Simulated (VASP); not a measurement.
# Zn (P6_3/mmc) in VASP: notebook, part 2 of 2

VASP 6.6.1. Earlier steps stand in the parts before.

### 3 Relaxation of cell and atoms, PBEsol, target pressure 5 GPa, at which the enthalpy is minimised

This run uses another cell than the first one, of 15.33 Å³/atom.

INCAR reads:

```
  PREC = Accurate
  ENCUT = 600
  EDIFF = 1E-6
  ISMEAR = -1
  SIGMA = 0.05
  LREAL = F
  LASPH = T
  NELM = 60
  ALGO = Fast
  ISIF = 3
  LWAVE = F
  LCHARG = F
  GGA = PS
  IBRION = 2
  NSW = 60
  EDIFFG = -0.01
  PSTRESS = 50.0
```

KPOINTS reads:

```
regular mesh
0
Gamma
  11 11 6
```

POSCAR reads:

```
Zn
1.0
    2.6700000000      0.0000000000      0.0000000000
   -1.3350000000      2.3122878281      0.0000000000
    0.0000000000      0.0000000000      4.9660000000
Zn
2
Direct
    0.6666666667      0.3333333333      0.7500000000
    0.3333333333      0.6666666667      0.2500000000
```

Potentials or basis: VASP PAW PBE potentials, release 64 (Zn).

On the command line:

```console
cat potpaw_PBE.64/Zn/POTCAR > POTCAR
mpirun -np 1 vasp_std > vasp.out
```

It took 12 min on 1 thread of Intel Xeon 8259CL, shared host; peak memory 0.19 GiB.

Results (log left out):

```
Free energy                                                : -3.1659 eV
Relaxed volume                                             : 13.37 Å³/atom
Relaxed cell                                               : a = 2.655 Å, b = 2.655 Å, c = 4.381 Å, α = 90.00°, β = 90.00°, γ = 120.00°
Space group after relaxing (to 0.1 Å)                      : P6_3/mmc (No. 194)
Energy change on relaxing (the run minimises the enthalpy) : -23.5 meV/atom
Ionic steps                                                : 33
Pressure after relaxing                                    : 5.0 GPa
Band gap on the k mesh                                     : zero (bands 12 and 13 overlap by 2.88 eV)
```

Stress tensor (GPa, compression positive):
```
4.99 0.00 0.00
0.00 4.99 0.00
0.00 0.00 5.08
```

Step by step:
```tsv
step	energy change (eV)	largest force (eV/Å)	pressure (GPa)	volume (Å³)
1	0.0000	0.0000	-4.73	30.66
2	0.0026	0.0000	7.24	26.71
3	-0.0156	0.0000	5.57	27.18
4	-0.0206	0.0000	4.56	27.34
5	-0.0184	0.0000	4.82	27.27
6	-0.0256	0.0000	4.94	27.11
7	-0.0300	0.0000	5.44	26.80
8	-0.0211	0.0000	7.87	26.13
9	-0.0315	0.0000	6.49	26.56
10	-0.0310	0.0000	6.79	26.35
11	-0.0277	0.0000	7.13	26.24
12	-0.0293	0.0000	7.11	26.28
13	-0.0535	0.0000	3.59	27.13
14	-0.0424	0.0000	5.61	26.62
15	-0.0430	0.0000	5.66	26.63
16	-0.0493	0.0000	4.89	26.88
17	-0.0436	0.0000	5.08	26.65
18	-0.0432	0.0000	5.34	26.64
19	-0.0476	0.0000	5.10	26.76
20	-0.0474	0.0000	4.80	26.76
21	-0.0466	0.0000	4.70	26.73
22	-0.0455	0.0000	5.15	26.70
23	-0.0463	0.0000	5.38	26.73
24	-0.0465	0.0000	5.13	26.73
25	-0.0476	0.0000	5.05	26.77
26	-0.0481	0.0000	4.90	26.78
27	-0.0477	0.0000	4.78	26.77
28	-0.0476	0.0000	4.87	26.77
29	-0.0471	0.0000	4.83	26.75
30	-0.0456	0.0000	5.14	26.70
31	-0.0463	0.0000	5.20	26.72
32	-0.0467	0.0000	5.11	26.74
33	-0.0469	0.0000	5.02	26.74
```

Final structure:
```xyz
2
Lattice="2.6549 0.0000 0.0000 -1.3274 2.2992 0.0000 0.0000 0.0000 4.3815" Properties=species:S:1:pos:R:3 pbc="T T T"
Zn    1.3274    0.7664    3.2861
Zn    0.0000    1.5328    1.0954
```

Levels at points of the mesh, in eV from the Fermi level:
```
           k point  band 8  band 9  band 10  band 11  band 12  band 13  band 14  band 15  band 16
(0.00, 0.00, 0.00)   -7.90   -7.90    -7.46    -7.46    -3.83    -1.58    16.38    16.38    18.23
(0.00, 0.00, 0.50)   -8.16   -7.60    -7.60    -7.60    -7.60     7.44     7.44    18.14    18.14
```

Caveat: the cell is relaxed towards a set pressure, so the run minimises the enthalpy, not the energy; the PAW data sets were made with another functional, which shifts forces and pressure a little.

### 4 Relaxation of cell and atoms, PBEsol, target pressure 10 GPa, at which the enthalpy is minimised

This run uses another cell than the first one, of 15.33 Å³/atom.

INCAR reads:

```
SYSTEM = Zn
  PREC = Accurate
  ENCUT = 600
  EDIFF = 1E-7
  ISMEAR = -1
  SIGMA = 0.05
  LREAL = .FALSE.
  LASPH = .TRUE.
  NELM = 80
  ALGO = Normal
  ISIF = 3
  LWAVE = .FALSE.
  LCHARG = .FALSE.
  GGA = PS
  IBRION = 2
  NSW = 60
  EDIFFG = -0.01
  PSTRESS = 100.0
```

KPOINTS reads:

```
Automatic mesh
0
G
  11 11 6
  0 0 0
```

POSCAR is that of step 3.

On the command line:

```console
cat potpaw_PBE.64/Zn/POTCAR > POTCAR
mpirun -np 1 vasp_std > vasp.out
```

Run time: 4.5 min. Hardware: 1 thread of Intel Xeon 8259CL, shared host; peak memory 0.19 GiB.

It converged, with:

```yaml
Free_energy: -3.1189 eV
Relaxed_volume: 12.86 Å³/atom
Relaxed_cell: a = 2.618 Å, b = 2.618 Å, c = 4.334 Å, α = 90.00°, β = 90.00°, γ = 120.00°
Space_group_after_relaxing_to_0.1_Å: P6_3/mmc (No. 194)
Energy_change_on_relaxing_the_run_minimises_the_enthalpy: +0.1 meV/atom
Ionic_steps: 9
Pressure_after_relaxing: 10.0 GPa
Band_gap_on_the_k_mesh: zero (bands 12 and 13 overlap by 2.86 eV)
```

The path:
```tsv
step	energy change (eV)	largest force (eV/Å)	pressure (GPa)	volume (Å³)
1	0.0000	0.0000	-5.36	30.66
2	0.1786	0.0000	20.18	24.59
3	0.0307	0.0000	9.99	26.19
4	0.0203	0.0000	10.04	26.00
5	0.0255	0.0000	12.04	25.35
6	-0.0247	0.0000	7.62	26.19
7	0.0015	0.0000	10.08	25.70
8	0.0011	0.0000	10.05	25.71
9	0.0001	0.0000	9.99	25.72
```

Final structure:
```
CELL_PARAMETERS angstrom
2.61783 0.00000 0.00000
-1.30892 2.26711 0.00000
0.00000 0.00000 4.33392
ATOMIC_POSITIONS crystal
Zn 0.66667 0.33333 0.75000
Zn 0.33333 0.66667 0.25000
```

Levels at points of the mesh, in eV from the Fermi level:
```
           k point  band 10  band 11  band 12  band 13  band 14  band 15
(0.00, 0.00, 0.00)    -7.61    -7.61    -4.12    -1.62    16.87    16.87
(0.00, 0.00, 0.50)    -7.76    -7.76    -7.76     7.51     7.51    18.68
```

Caveat: the cell is relaxed towards a set pressure, so the run minimises the enthalpy, not the energy; the volume moved by over 15 % at a fixed basis, so the end points are rough; the PAW data sets were made with another functional, which shifts forces and pressure a little.

### 5 Single point, PBEsol

This run uses another cell than the first one, of 15.64 Å³/atom.

INCAR reads:

```
ALGO = Normal
EDIFF = 1E-6
ENCUT = 520
GGA = PS
ISIF = 2
ISMEAR = -1
LASPH = True
LCHARG = False
LREAL = False
LWAVE = False
NBANDS = 19
NELM = 60
PREC = Accurate
SIGMA = 0.05
```

KPOINTS reads:

```
k-points
0
Gamma
  11 11 6
```

POSCAR reads:

```
Zn
1.0
    2.6876826345      0.0000000000      0.0000000000
   -1.3438413173      2.3276014388      0.0000000000
    0.0000000000      0.0000000000      4.9988883757
Zn
2
Direct
    0.6666666667      0.3333333333      0.7500000000
    0.3333333333      0.6666666667      0.2500000000
```

Potentials or basis: VASP PAW PBE potentials, release 64 (Zn).

On the command line:

```console
cat potpaw_PBE.64/Zn/POTCAR > POTCAR
mpirun -np 1 vasp_std > vasp.out
```

OUTCAR:

```text
EDIFF = 1E-6
   ENCUT = 520
   GGA = PS
   ISIF = 2
   ISMEAR = -1
   LASPH = True
   LREAL = False
   NELM = 60
   PREC = Accurate

 ion  position               nearest neighbor table
   1  0.667  0.333  0.750-   2 2.94   2 2.94   2 2.94   2 2.94   2 2.94   2 2.94
   2  0.333  0.667  0.250-   1 2.94   1 2.94   1 2.94   1 2.94   1 2.94   1 2.94

  LATTYP: Found a hexagonal cell.
 ALAT       =     2.6876826345
 C/A-ratio  =     1.8599250937

  Lattice vectors:

[... 714 lines left out ...]

 [... further k-points ...]

------------------------ aborting loop because EDIFF is reached ----------------------------------------

  FORCE on cell =-STRESS in cart. coord.  units (eV):
  Direction    XX          YY          ZZ          XY          YZ          ZX
  --------------------------------------------------------------------------------------
  -------------------------------------------------------------------------------------
  Total       -1.2923224     -1.2923224     -1.2037109      0.0000000     -0.0000000      0.0000000
  in kB      -66.2096667    -66.2096667    -61.6698277      0.0000000     -0.0000000      0.0000000
  external PRESSURE =     -64.6963870 kB  Pullay stress =       0.0000000 kB

 VOLUME and BASIS-vectors are now :
 -----------------------------------------------------------------------------
  energy-cutoff  :      520.00
  volume of cell :       31.27
      direct lattice vectors                 reciprocal lattice vectors
     2.687682634  0.000000000  0.000000000     0.372067739  0.214813409  0.000000000
    -1.343841317  2.327601439  0.000000000     0.000000000  0.429626818  0.000000000
     0.000000000  0.000000000  4.998888376     0.000000000  0.000000000  0.200044475

 POSITION                                       TOTAL-FORCE (eV/Angst)
 -----------------------------------------------------------------------------------
      1.34384      0.77587      3.74917         0.000000      0.000000      0.000000
     -0.00000      1.55173      1.24972        -0.000000      0.000000      0.000000
 -----------------------------------------------------------------------------------
    total drift:                               -0.000000      0.000000      0.000000

  FREE ENERGIE OF THE ION-ELECTRON SYSTEM (eV)
  ---------------------------------------------------
  free  energy   TOTEN  =        -3.0968972459 eV

  energy  without entropy=       -3.0921842179  energy(sigma->0) =       -3.09454073
```

OSZICAR:

```text
N       E                     dE             d eps       ncg     rms          rms(c)
DAV:   1     0.113105174074E+03    0.11311E+03   -0.12269E+04  2496   0.196E+03
DAV:   2     0.193400185446E+01   -0.11117E+03   -0.10718E+03  2447   0.293E+02
DAV:   3    -0.333698311095E+01   -0.52710E+01   -0.52512E+01  2735   0.700E+01
DAV:   4    -0.337030640198E+01   -0.33323E-01   -0.33316E-01  2699   0.576E+00
DAV:   5    -0.337035006883E+01   -0.43667E-04   -0.43666E-04  2679   0.188E-01    0.389E+00
DAV:   6    -0.311480364290E+01    0.25555E+00   -0.10495E+00  2681   0.214E+01    0.289E+00
DAV:   7    -0.310305415785E+01    0.11749E-01   -0.36207E-02  3092   0.322E+00    0.152E+00
DAV:   8    -0.309692289107E+01    0.61313E-02   -0.20836E-03  3270   0.643E-01    0.512E-02
DAV:   9    -0.309689280922E+01    0.30082E-04   -0.23271E-04  3322   0.200E-01    0.372E-02
DAV:  10    -0.309689745110E+01   -0.46419E-05   -0.18493E-05  2536   0.353E-02    0.310E-03
DAV:  11    -0.309689724585E+01    0.20525E-06   -0.66997E-07  1443   0.146E-02
   1 F= -.30968972E+01 E0= -.30945407E+01  d E =-.471303E-02
```

Run time: 27 s. Hardware: 1 thread of Intel Xeon 8259CL, shared host; peak memory 0.16 GiB.

What came out:

| Item | Value |
| --- | --- |
| Free energy | -3.0969 eV |
| Pressure | -6.5 GPa |
| Band gap on the k mesh | zero (bands 12 and 13 overlap by 4.77 eV) |

Caveat: the cell stands under tension; the PAW data sets were made with another functional, which shifts forces and pressure a little.

### 6 Summary

| task | cell | cutoff (eV) | gap on the mesh (eV) | pressure (GPa) |
| --- | --- | --- | --- | --- |
| single point | a = 2.675, b = 2.675, c = 4.414 Å, angles 90.0, 90.0, 120.0°, 2 atoms | 520 | none | 2.5 |
| relaxation of cell and atoms | relaxed to 5 GPa from a = 2.670, b = 2.670, c = 4.966 Å, angles 90.0, 90.0, 120.0°, 2 atoms | 600 | none | 5.0 |
| relaxation of cell and atoms | relaxed to 10 GPa from a = 2.670, b = 2.670, c = 4.966 Å, angles 90.0, 90.0, 120.0°, 2 atoms | 600 | none | 10.0 |
| single point | a = 2.688, b = 2.688, c = 4.999 Å, angles 90.0, 90.0, 120.0°, 2 atoms | 520 | none | -6.5 |

Alike in all rows: level PBEsol; potentials or basis VASP PAW PBE potentials, release 64 (Zn); no spin polarisation; k mesh 11 × 11 × 6; smearing fermi-dirac 0.05 eV.

Caveats: the PAW data sets were made with another functional, which shifts forces and pressure a little; the cell is relaxed towards a set pressure, so the run minimises the enthalpy, not the energy (at least some runs); the volume moved by over 15 % at a fixed basis, so the end points are rough (at least some runs); the cell stands under tension (at least some runs).

Total energies depend on the potentials used, so only differences within one code and one set of settings carry meaning.
